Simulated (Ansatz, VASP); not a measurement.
# CsCl: VASP beside Ansatz

File INCAR:

```
SYSTEM = CsCl
PREC = Accurate ; ENCUT = 400
EDIFF = 1E-8 ; ISMEAR = -1
SIGMA = 0.03 ; LREAL = .False.
LASPH = .True. ; NELM = 120
ALGO = Normal ; ISIF = 2
LWAVE = .False. ; LCHARG = .False.
GGA = PS ; LEFG = .True.
NBANDS = 15 ; GGA_COMPAT = .False.
```

File KPOINTS:

```
Automatic mesh
0
Gamma
  6 6 6
  0 0 0
```

Contents of POSCAR:

```
CsCl
1.0
    4.1092105993      0.0000000000      0.0000000000
    0.0000000000      4.1092105993      0.0000000000
    0.0000000000      0.0000000000      4.1092105993
Cs Cl
1 1
Direct
    0.0000000000      0.0000000000      0.0000000000
    0.5000000000      0.5000000000      0.5000000000
```

Input for Ansatz:

```yaml
crystal:
  lattice:
    - [4.1092105993, 0.0, 0.0]
    - [0.0, 4.1092105993, 0.0]
    - [0.0, 0.0, 4.1092105993]
  atoms:
    - { symbol: Cs, position: [0.0, 0.0, 0.0] }
    - { symbol: Cl, position: [0.5, 0.5, 0.5] }
kpoints:
  mp_grid: { grid: [6, 6, 6] }
scf:
  occupations: { method: fermi_dirac, width: 0.03 }
hamiltonian:
  xc: pbesol
  pseudopotentials: { kind: all_electron, datasets: crystal }
output:
  forces: true
  stress: true
  eigenvalues: true
  efg: { contact_densities: true }
```

Change from the starting cell: volume scaled by 0.99, crystal datasets.

Alike in both runs: task electric field gradients; functional PBEsol; k mesh 6 × 6 × 6; occupations fermi-dirac, width 0.03 eV; no spin polarisation.

```csv
,VASP,Ansatz
version,VASP 6.6.1,Ansatz 0.2.0
potentials or method,"VASP PAW PBE potentials, release 64 (Cs_sv, Cl), cutoff 400 eV","all-electron PAW with datasets made for the crystal, scalar-relativistic"
```

|  | VASP | Ansatz | Ansatz less VASP |
| --- | --- | --- | --- |
| gap on the k mesh at the Fermi level (eV) | 5.09 | 5.10 | +0.012 |
| pressure (GPa) | -0.5 | -0.5 | -0.04 |

VASP's potentials were made for PBE, not for PBEsol. Ansatz ran all-electron here, and VASP with PAW potentials.

Neither program's run includes spin-orbit coupling.
